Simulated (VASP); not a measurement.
Wanted: the native input for a VASP 6.6.1 run.

* Task: single point
* Functional: PBE
* Potentials or basis: VASP PAW PBE potentials, release 64 (Gd)
* Cutoff: 520 eV
* k mesh: 9 × 9 × 9
* Occupations: fermi-dirac, width 0.05 eV
* Spin: collinear spin, ferromagnetic start
* Starting moments: [7.0] μB
* Dipole correction: no
* Further INCAR settings: ALGO = Fast; EDIFF = 1e-06; NBANDS = 19

The structure of Gd lies in POSCAR:

```
Gd
1.0
   -1.9976317802      1.9976317802      1.9976317802
    1.9976317802     -1.9976317802      1.9976317802
    1.9976317802      1.9976317802     -1.9976317802
Gd
1
Direct
    0.0000000000      0.0000000000      0.0000000000
```

One way to write it, as run:

INCAR

```
PREC     = Accurate       # precision mode
ENCUT    = 520            # plane-wave cutoff, eV
EDIFF    = 1E-6           # SCF threshold, eV
ISMEAR   = -1             # smearing method
SIGMA    = 0.05           # smearing width, eV
LREAL    = False          # projectors in reciprocal space
LASPH    = True           # aspherical terms in the spheres
NELM     = 150            # most SCF steps
ALGO     = Fast           # electronic algorithm
ISIF     = 2              # what is computed and relaxed
LWAVE    = False          # write WAVECAR
LCHARG   = True           # write CHGCAR
ISPIN    = 2              # spin polarisation
MAGMOM   = 7              # initial moments
LORBIT   = 11             # projections on sites
LMAXMIX  = 6              # l up to which the mixer works
GGA      = PE             # functional
LELF     = True           # ELF
LVHAR    = True         
NBANDS   = 19             # bands
```

KPOINTS

```
Automatic mesh
0
Gamma
  9 9 9
```

Potentials or basis: VASP PAW PBE potentials, release 64 (Gd).

Launch:

```console
$ cat potpaw_PBE.64/Gd/POTCAR > POTCAR
$ mpirun -np 1 vasp_std > vasp.out
```

It gave:

```
Pressure                                              : 1.4 GPa
Net moment                                            : 7.59 μB per cell
Site moments                                          : Gd +7.00 μB
Valence electrons inside the program's atomic spheres : Gd 15.22
```

It took 88 s on 1 thread of Intel(R) Xeon(R) 6975P-C (Granite Rapids), with other jobs on the host, peak memory 0.2 GiB.
